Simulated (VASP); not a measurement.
# CaO (Fm-3m) in VASP: a series of runs

Runs on CaO. Level: PBE. Tasks: electric field gradients, density of states.

All numbers are computed with VASP 6.6.1; they aren't measurements. Logs are shortened: lines on timing, memory, paths and dates and some standing lists are left out, and cuts for length are marked.

## (1) The cell of the first run

It takes space group Fm-3m (No. 225, cubic). Conventional cell: a = 4.938 Å, b = 4.938 Å, c = 4.938 Å, α = 90.00°, β = 90.00°, γ = 90.00°. Within 3.3 Å of Ca (site symmetry m-3m) lie 6 O at 2.47 Å. Within 3.3 Å of O (site symmetry m-3m) lie 6 Ca at 2.47 Å.

## (2) Electric field gradients, PBE (volume scaled by 1.025)

The input, INCAR:

```
SYSTEM = CaO
ALGO     = Normal         ! electronic algorithm
EDIFF    = 1E-8           ! SCF threshold, eV
ENCUT    = 520            ! plane-wave cutoff, eV
GGA      = PE             ! functional
ISIF     = 2              ! what is computed and relaxed
ISMEAR   = -1             ! smearing method
LASPH    = .True.         ! aspherical terms in the spheres
LCHARG   = .False.        ! write CHGCAR
LEFG     = .True.       
LREAL    = .False.        ! projectors in reciprocal space
LWAVE    = .False.        ! write WAVECAR
NBANDS   = 15             ! bands
NELM     = 60             ! most SCF steps
PREC     = Accurate       ! precision mode
SIGMA    = 0.03           ! smearing width, eV
```

The input, KPOINTS:

```
k-points
0
Gamma
  9 9 9
  0 0 0
```

The input, POSCAR:

```
CaO
1.0
    0.0000000000      2.4692405873      2.4692405873
    2.4692405873      0.0000000000      2.4692405873
    2.4692405873      2.4692405873      0.0000000000
Ca O
1 1
Direct
    0.0000000000      0.0000000000      0.0000000000
    0.5000000000      0.5000000000      0.5000000000
```

Potentials or basis: VASP PAW PBE potentials, release 64 (Ca_sv, O).

The run is started by

```
> cat potpaw_PBE.64/Ca_sv/POTCAR potpaw_PBE.64/O/POTCAR > POTCAR
> mpirun -np 1 vasp_std > vasp.out
```

OUTCAR:

```text
SYSTEM = CaO
   EDIFF = 1E-8
   ENCUT = 520
   GGA = PE
   ISIF = 2
   ISMEAR = -1
   LASPH = .True.
   LREAL = .False.
   NELM = 60
   PREC = Accurate

 ion  position               nearest neighbor table
   1  0.000  0.000  0.000-   2 2.47   2 2.47   2 2.47   2 2.47   2 2.47   2 2.47
   2  0.500  0.500  0.500-   1 2.47   1 2.47   1 2.47   1 2.47   1 2.47   1 2.47

  LATTYP: Found a face centered cubic cell.
 ALAT       =     4.9384811746

  Lattice vectors:

 A1 = (   0.0000000000,   2.4692405873,   2.4692405873)
 A2 = (   2.4692405873,   0.0000000000,   2.4692405873)
 A3 = (   2.4692405873,   2.4692405873,   0.0000000000)

Analysis of symmetry for initial positions (statically):
=====================================================================
 Subroutine PRICEL returns:
 Original cell was already a primitive cell.

 Routine SETGRP: Setting up the symmetry group for a
 face centered cubic supercell.

 Subroutine GETGRP returns: Found 48 space group operations
 (whereof 48 operations were pure point group operations)
 out of a pool of 48 trial point group operations.

The static configuration has the point symmetry O_h .

Analysis of symmetry for dynamics (positions and initial velocities):
=====================================================================
 Subroutine PRICEL returns:
 Original cell was already a primitive cell.

 Routine SETGRP: Setting up the symmetry group for a
 face centered cubic supercell.

 Subroutine GETGRP returns: Found 48 space group operations
 (whereof 48 operations were pure point group operations)
 out of a pool of 48 trial point group operations.

The dynamic configuration has the point symmetry O_h .

 Subroutine INISYM returns: Found 48 space group operations
 (whereof 48 operations are pure point group operations),
 and found     1 'primitive' translations

----------------------------------------------------------------------------------------

                                     Primitive cell

  volume of cell :      30.1107

  direct lattice vectors                    reciprocal lattice vectors
     0.000000000  2.469240587  2.469240587    -0.202491407  0.202491407  0.202491407
     2.469240587  0.000000000  2.469240587     0.202491407 -0.202491407  0.202491407
     2.469240587  2.469240587  0.000000000     0.202491407  0.202491407 -0.202491407

  length of vectors
     3.492033527  3.492033527  3.492033527     0.350725404  0.350725404  0.350725404

  position of ions in fractional coordinates (direct lattice)
     0.000000000  0.000000000  0.000000000
     0.500000000  0.500000000  0.500000000

  ion indices of the primitive-cell ions
   primitive index   ion index
                 1           1
                 2           2

----------------------------------------------------------------------------------------

 KPOINTS: k-points

Automatic generation of k-mesh.
 Grid dimensions read from file:
 generate k-points for:    9    9    9

 Generating k-lattice:

  Cartesian coordinates                     Fractional coordinates (reciprocal lattice)
    -0.022499045  0.022499045  0.022499045     0.111111111  0.000000000  0.000000000
     0.022499045 -0.022499045  0.022499045     0.000000000  0.111111111  0.000000000
     0.022499045  0.022499045 -0.022499045     0.000000000  0.000000000  0.111111111

  Length of vectors
     0.038969489  0.038969489  0.038969489

  Shift w.r.t. Gamma in fractional coordinates (k-lattice)
     0.000000000  0.000000000  0.000000000

 Subroutine IBZKPT returns following result:
 ===========================================

 Found     35 irreducible k-points:

 Following reciprocal coordinates:
            Coordinates               Weight
  0.000000  0.000000  0.000000      1.000000
  0.111111  0.000000  0.000000      8.000000
  0.222222  0.000000  0.000000      8.000000
  0.333333  0.000000  0.000000      8.000000
  0.444444  0.000000  0.000000      8.000000
  0.111111  0.111111  0.000000      6.000000
[... 16 lines left out ...]
 -0.333333  0.333333  0.000000     12.000000
  0.444444  0.444444  0.000000      6.000000
 [... further k-points ...]
   k-points           NKPTS =     35   k-points in BZ     NKDIM =     35   number of bands    NBANDS=     15
   number of dos      NEDOS =    301   number of ions     NIONS =      2
   total plane-waves  NPLWV =  21952
   dimension x,y,z NGX =    28 NGY =   28 NGZ =   28
   dimension x,y,z NGXF=    56 NGYF=   56 NGZF=   56
   ions per type =               1   1
   NGX,Y,Z   is equivalent  to a cutoff of  13.33, 13.33, 13.33 a.u.
   NGXF,Y,Z  is equivalent  to a cutoff of  26.66, 26.66, 26.66 a.u.
 SYSTEM =  CaO
   PREC   = accura    normal or accurate (medium, high low for compatibility)
   ISTART =      0    job   : 0-new  1-cont  2-samecut
   ICHARG =      2    charge: 1-file 2-atom 10-const
   ISPIN  =      1    spin polarized calculation?
   LNONCOLLINEAR =      F non collinear calculations
   LSORBIT =      F    spin-orbit coupling
   LASPH  =      T    aspherical Exc in radial PAW
   ENCUT  =  520.0 eV  38.22 Ry    6.18 a.u.   6.49  6.49  6.49*2*pi/ulx,y,z
   NELM   =     60;   NELMIN=  2; NELMDL= -5     # of ELM steps
   EDIFF  = 0.1E-07   stopping-criterion for ELM
   LREAL  =      F    real-space projection
   EDIFFG = 0.1E-06   stopping-criterion for IOM
   NSW    =      0    number of steps for IOM
   IBRION =     -1    ionic relax: 0-MD 1-quasi-New 2-CG
   NFREE  =      0    steps in history (QN), initial steepest desc. (CG)
   ISIF   =      2    stress and relaxation
   ISYM   =      2    0-nonsym 1-usesym 2-fastsym
   POTIM  = 0.5000    time-step for ionic-motion
   TEBEG  =    0.0;   TEEND  =   0.0 temperature during run
   PSTRESS=    0.0 pullay stress
   NELECT =      16.0000    total number of electrons
   NUPDOWN=      -1.0000    fix difference up-down
   EMIN   =  10.00;   EMAX   =-10.00  energy-range for DOS
   EFERMI =   0.00;   METHOD = LEGACY
   ISMEAR =    -1;   SIGMA  =   0.03  broadening in eV -4-tet -1-fermi 0-gaus
   EFERMI_NEDOS =   21; number of points for ismear=-14 and -15
   IALGO  =     38    algorithm
   IMIX   =      4    mixing-type and parameters
     AMIX     =   0.40;   BMIX     =  1.00
     AMIX_MAG =   1.60;   BMIX_MAG =  1.00
  volume/ion in A,a.u.               =      15.06       101.60
  Fermi-wavevector in a.u.,A,eV,Ry     =   1.325994  2.505765 23.922565  1.758259
  Thomas-Fermi vector in A             =   2.455413
   LORBIT       =      0    0 simple, 1 ext, 2 COOP (PROOUT), +10 PAW based schemes
   GGA     = PE    functional components
   LHFCALC =     F    Hartree Fock is set to
   AEXX    =    0.0000 exact exchange contribution
   IVDW    =     0    specifies the selected vdW correction
   LEPSILON=     F    determine dielectric tensor
   LRPA    =     F    only Hartree local field effects (RPA)
 non-spin polarized calculation
  energy-cutoff  :      520.00
  volume of cell :       30.11
 maximum number of plane-waves:       869
 NGX is ok and might be reduce to    28
   NGX = 13   NGY = 13   NGZ = 13

 number of electron      16.0000004 magnetization

 Free energy of the ion-electron system (eV)
  ---------------------------------------------------
  ext. energy  EPLUGINS =         0.00000000
  ---------------------------------------------------
  free energy    TOTEN  =       -12.77451989 eV

  energy without entropy =      -12.77451989  energy(sigma->0) =      -12.77451989

 E-fermi :   2.5897     XC(G=0): -10.0863

 val. band max:        1.9087711691   @ k =   0.0000   0.0000   0.0000
 cond. band min:       5.6048228831   @ k =   0.4444   0.4444   0.0000
 fundamental gap:      3.6960517140
 Fermi energy:         2.5896587000

 k-point     1 :       0.0000    0.0000    0.0000
  band No.  band energies     occupation
      1     -36.0720      2.00000
      2     -16.8858      2.00000
      3     -16.8858      2.00000
      4     -16.8858      2.00000
      5     -13.4701      2.00000
      6       1.9088      2.00000
      7       1.9088      2.00000
      8       1.9088      2.00000
      9       5.9934      0.00000
     10       7.9251      0.00000
     11       7.9251      0.00000
     12       7.9251      0.00000
     13       9.2923      0.00000
     14       9.2923      0.00000
[... 401 lines left out ...]
      2     -17.3400      2.00000
      3     -17.0532      2.00000
      4     -17.0532      2.00000
      5     -13.2112      2.00000
      6       0.5337      2.00000
      7       1.5251      2.00000
      8       1.5251      2.00000
      9       5.6048      0.00000
     10       9.2960      0.00000
     11      10.3029      0.00000
     12      10.8319      0.00000
     13      10.8319      0.00000
     14      12.2431      0.00000
     15      14.7153      0.00000

 [... further k-points ...]

------------------------ aborting loop because EDIFF is reached ----------------------------------------

  FORCE on cell =-STRESS in cart. coord.  units (eV):
  Direction    XX          YY          ZZ          XY          YZ          ZX
  --------------------------------------------------------------------------------------
  -------------------------------------------------------------------------------------
  Total       -1.0585078     -1.0585078     -1.0585078      0.0000000      0.0000000      0.0000000
  in kB      -56.3228223    -56.3228223    -56.3228223      0.0000000      0.0000000      0.0000000
  external PRESSURE =     -56.3228223 kB  Pullay stress =       0.0000000 kB

 VOLUME and BASIS-vectors are now :
 -----------------------------------------------------------------------------
  energy-cutoff  :      520.00
  volume of cell :       30.11
      direct lattice vectors                 reciprocal lattice vectors
     0.000000000  2.469240587  2.469240587    -0.202491407  0.202491407  0.202491407
     2.469240587  0.000000000  2.469240587     0.202491407 -0.202491407  0.202491407
     2.469240587  2.469240587  0.000000000     0.202491407  0.202491407 -0.202491407

 POSITION                                       TOTAL-FORCE (eV/Angst)
 -----------------------------------------------------------------------------------
      0.00000      0.00000      0.00000         0.000000      0.000000      0.000000
      2.46924      2.46924      2.46924         0.000000      0.000000     -0.000000
 -----------------------------------------------------------------------------------
    total drift:                                0.000000      0.000000      0.000000

  FREE ENERGIE OF THE ION-ELECTRON SYSTEM (eV)
  ---------------------------------------------------
  free  energy   TOTEN  =       -12.7745198909 eV

  energy  without entropy=      -12.7745198909  energy(sigma->0) =      -12.77451989

 Electric field gradients (V/A^2)
---------------------------------------------------------------------
 ion       V_xx      V_yy      V_zz      V_xy      V_xz      V_yz
---------------------------------------------------------------------
   1       0.000    -0.000    -0.000    -0.000    -0.000    -0.000
   2       0.000     0.000     0.000    -0.002    -0.002    -0.002
---------------------------------------------------------------------

 Electric field gradients after diagonalization (V/A^2)
 (convention: |V_zz| > |V_xx| > |V_yy|)
----------------------------------------------------------------------
 ion       V_xx      V_yy      V_zz     asymmetry (V_yy - V_xx)/ V_zz
----------------------------------------------------------------------
   1       0.000     0.000    -0.001       0.000
   2       0.002     0.002    -0.005       0.000
----------------------------------------------------------------------

           NMR quadrupolar parameters

 Cq : quadrupolar parameter    Cq=e*Q*V_zz/h
 eta: asymmetry parameters     (V_yy - V_xx)/ V_zz
 Q  : nuclear electric quadrupole moment in mb (millibarn)
----------------------------------------------------------------------
 ion       Cq(MHz)       eta       Q (mb)
----------------------------------------------------------------------
   1      -0.000       0.000       1.000
   2      -0.000       0.000       1.000
----------------------------------------------------------------------
```

Run time: 14 s. Hardware: 1 thread of Intel Xeon Platinum 8488C (Sapphire Rapids), shared host; peak memory 0.16 GiB.

Results:

| Item | Value |
| --- | --- |
| Free energy | -12.7745 eV |
| Pressure | -5.6 GPa |
| Band gap on the k mesh | 3.70 eV, indirect (least direct gap 4.08 eV) |

Caveat: the cell differs from its parent crystal (volume scaled by 1.025); without QUAD_EFG the Cq values of the log hold for a quadrupole moment of 1 mb, not for the nuclei.

## (3) Electric field gradients, PBE (volume scaled by 1.05)

The input, INCAR:

```
PREC = Accurate
ENCUT = 520
EDIFF = 1E-8
ISMEAR = -1
SIGMA = 0.03
LREAL = F
LASPH = T
NELM = 80
ALGO = Normal
ISIF = 2
LWAVE = F
LCHARG = F
GGA = PE
LEFG = T
NBANDS = 15
```

The input, KPOINTS:

```
Automatic mesh
0
Gamma
  9 9 9
```

The input, POSCAR:

```
CaO
1.0
    0.0000000000      2.4891546778      2.4891546778
    2.4891546778      0.0000000000      2.4891546778
    2.4891546778      2.4891546778      0.0000000000
Ca O
1 1
Direct
    0.0000000000      0.0000000000      0.0000000000
    0.5000000000      0.5000000000      0.5000000000
```

Potentials or basis: VASP PAW PBE potentials, release 64 (Ca_sv, O).

The run is started by

```
> cat potpaw_PBE.64/Ca_sv/POTCAR potpaw_PBE.64/O/POTCAR > POTCAR
> mpirun -np 1 vasp_std > vasp.out
```

OUTCAR:

```text
PREC = Accurate
   ENCUT = 520
   EDIFF = 1E-8
   ISMEAR = -1
   LREAL = F
   LASPH = T
   NELM = 80
   ISIF = 2
   GGA = PE

 ion  position               nearest neighbor table
   1  0.000  0.000  0.000-   2 2.49   2 2.49   2 2.49   2 2.49   2 2.49   2 2.49
   2  0.500  0.500  0.500-   1 2.49   1 2.49   1 2.49   1 2.49   1 2.49   1 2.49

  LATTYP: Found a face centered cubic cell.
 ALAT       =     4.9783093556

  Lattice vectors:

 A1 = (   0.0000000000,   2.4891546778,   2.4891546778)
 A2 = (   2.4891546778,   0.0000000000,   2.4891546778)
[... 644 lines left out ...]
  ---------------------------------------------------
  free  energy   TOTEN  =       -12.7450997852 eV

  energy  without entropy=      -12.7450997852  energy(sigma->0) =      -12.74509979

 Electric field gradients (V/A^2)
---------------------------------------------------------------------
 ion       V_xx      V_yy      V_zz      V_xy      V_xz      V_yz
---------------------------------------------------------------------
   1       0.000     0.000     0.000    -0.001    -0.001    -0.001
   2      -0.000    -0.000    -0.000    -0.002    -0.002    -0.002
---------------------------------------------------------------------

 Electric field gradients after diagonalization (V/A^2)
 (convention: |V_zz| > |V_xx| > |V_yy|)
----------------------------------------------------------------------
 ion       V_xx      V_yy      V_zz     asymmetry (V_yy - V_xx)/ V_zz
----------------------------------------------------------------------
   1       0.001     0.001    -0.001       0.000
   2       0.002     0.002    -0.005       0.000
----------------------------------------------------------------------

           NMR quadrupolar parameters

 Cq : quadrupolar parameter    Cq=e*Q*V_zz/h
 eta: asymmetry parameters     (V_yy - V_xx)/ V_zz
 Q  : nuclear electric quadrupole moment in mb (millibarn)
----------------------------------------------------------------------
 ion       Cq(MHz)       eta       Q (mb)
----------------------------------------------------------------------
   1      -0.000       0.000       1.000
   2      -0.000       0.000       1.000
----------------------------------------------------------------------
```

stdout:

```text
POSCAR found type information on POSCAR CaO
 POSCAR found :  2 types and       2 ions
 scaLAPACK will be used
 LDA part: xc-table for (Slater+PW92), standard interpolation
 POSCAR, INCAR and KPOINTS ok, starting setup
 FFT: planning ... GRIDC
 FFT: planning ... GRID_SOFT
 FFT: planning ... GRID
 WAVECAR not read
 entering main loop
ion   1

ion   2
```

Run time: 14 s. Hardware: 1 thread of Intel Xeon Platinum 8488C (Sapphire Rapids), shared host; peak memory 0.16 GiB.

Results:

```yaml
Free_energy: -12.7451 eV
Pressure: -7.5 GPa
Band_gap_on_the_k_mesh: 3.69 eV, indirect (least direct gap 3.91 eV)
```

Caveat: the cell differs from its parent crystal (volume scaled by 1.05); without QUAD_EFG the Cq values of the log hold for a quadrupole moment of 1 mb, not for the nuclei.

## (4) Density of states, PBE

This run uses another cell than the first one, of 14.69 Å³/atom, 0.976 times its volume.

The input, POSCAR:

```
CaO
1.0
    0.0000000000      2.4490000000      2.4490000000
    2.4490000000      0.0000000000      2.4490000000
    2.4490000000      2.4490000000      0.0000000000
Ca O
1 1
Direct
    0.0000000000      0.0000000000      0.0000000000
    0.5000000000      0.5000000000      0.5000000000
```

The input, INCAR.step1:

```
SYSTEM = CaO
  PREC = Accurate
  ENCUT = 520
  EDIFF = 1E-6
  ISMEAR = -1
  SIGMA = 0.03
  LREAL = .False.
  LASPH = .True.
  NELM = 80
  ALGO = Normal
  ISIF = 2
  LWAVE = .False.
  LCHARG = .True.
  GGA = PE
  NBANDS = 15
```

The input, KPOINTS.step1:

```
regular mesh
0
Gamma
  9 9 9
  0 0 0
```

The input, INCAR.step2:

```
SYSTEM = CaO
  PREC = Accurate
  ENCUT = 520
  EDIFF = 1E-6
  ISMEAR = -5
  SIGMA = 0.03
  LREAL = .False.
  LASPH = .True.
  NELM = 80
  ALGO = Normal
  ISIF = 2
  LWAVE = .False.
  LCHARG = .False.
  GGA = PE
  LORBIT = 11
  NEDOS = 2001
  ICHARG = 11
```

The input, KPOINTS.step2:

```
regular mesh
0
Gamma
  14 14 14
  0 0 0
```

The run is started by

```
> cat potpaw_PBE.64/Ca_sv/POTCAR potpaw_PBE.64/O/POTCAR > POTCAR
> cp INCAR.step1 INCAR
> cp KPOINTS.step1 KPOINTS
> mpirun -np 1 vasp_std > vasp.out
> cp INCAR.step2 INCAR
> cp KPOINTS.step2 KPOINTS
> mpirun -np 1 vasp_std > vasp.out
```

It took 26 s on 1 thread of Intel Xeon Platinum 8488C (Sapphire Rapids), shared host; peak memory 0.17 GiB.

Results (log left out):

```yaml
Valence_electrons_inside_the_program's_atomic_spheres: Ca 8.18; O 4.98
```

Levels at points of the mesh, in eV from the valence-band top:
| k point | band 5 | band 6 | band 7 | band 8 | band 9 | band 10 | band 11 | band 12 |
| --- | --- | --- | --- | --- | --- | --- | --- | --- |
| (0.00, 0.00, 0.00) | -15.42 | 0.00 | 0.00 | 0.00 | 4.27 | 6.08 | 6.08 | 6.08 |
| (0.50, 0.00, 0.00) | -14.44 | -2.51 | -1.10 | -1.10 | 6.79 | 8.05 | 8.05 | 8.08 |
| (0.50, 0.50, 0.00) | -15.19 | -1.32 | -0.38 | -0.38 | 3.64 | 7.63 | 8.57 | 9.15 |

## (5) Summary

```csv
task,cell,k mesh for the DOS,occupations for the DOS,gap on the mesh (eV),pressure (GPa)
electric field gradients,"a = 3.492 Å, angles 60.0°, 2 atoms",-,-,3.70,-5.6
electric field gradients,"a = 3.520 Å, angles 60.0°, 2 atoms",-,-,3.69,-7.5
density of states,"a = 3.463 Å, angles 60.0°, 2 atoms",14 × 14 × 14,tetrahedron,-,-
```

Alike in all rows: level PBE; potentials or basis VASP PAW PBE potentials, release 64 (Ca_sv, O); no spin polarisation; k mesh 9 × 9 × 9; cutoff (eV) 520; smearing fermi-dirac 0.03 eV.

Total energies depend on the potentials used, so only differences within one code and one set of settings carry meaning.
